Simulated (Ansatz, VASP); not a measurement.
## Two plane-wave programs on MgI2

```xyz
6
Lattice="4.1291 0.0000 0.0000 -2.0645 3.5759 0.0000 0.0000 0.0000 44.2065" Properties=species:S:1:pos:R:3 pbc="T T T"
Mg    0.0000    0.0000    8.5648
Mg    0.0000    2.3839   15.4352
I     0.0000    2.3839   10.2427
I     2.0645    1.1920    6.8837
I     2.0645    1.1920   17.1163
I     0.0000    0.0000   13.7573
```

Alike in both runs: functional PBE; dispersion D3(BJ); k mesh 6 × 6 × 1; no spin polarisation.

Ansatz relaxed the structure, and its values are those at the end. VASP's run is a single point on that final structure, the one shown.

```csv
,VASP,Ansatz
version,VASP 6.6.1,Ansatz 0.2.0
potentials or method,"VASP PAW PBE potentials, release 64 (Mg, I), cutoff 520 eV","scalar-relativistic, plane waves, PAW"
occupations,"gaussian, width 0.01 eV",fixed
valence electrons in the cell,32,88
```

VASP gave:

```
gap on the k mesh at the Fermi level (eV) : 3.44
least direct gap on the mesh (eV)         : 3.88
rms of the force components (eV/Å)        : 0.005
```

Q: Estimate Ansatz's values.

A: gap on the k mesh at the Fermi level (eV): 3.45; least direct gap on the mesh (eV): 3.90; rms of the force components (eV/Å): 0.000.

VASP's potentials hold 32 valence electrons a cell and Ansatz's 88, so a difference there can come from the potentials and not from the codes.

Spin-orbit coupling is off throughout.
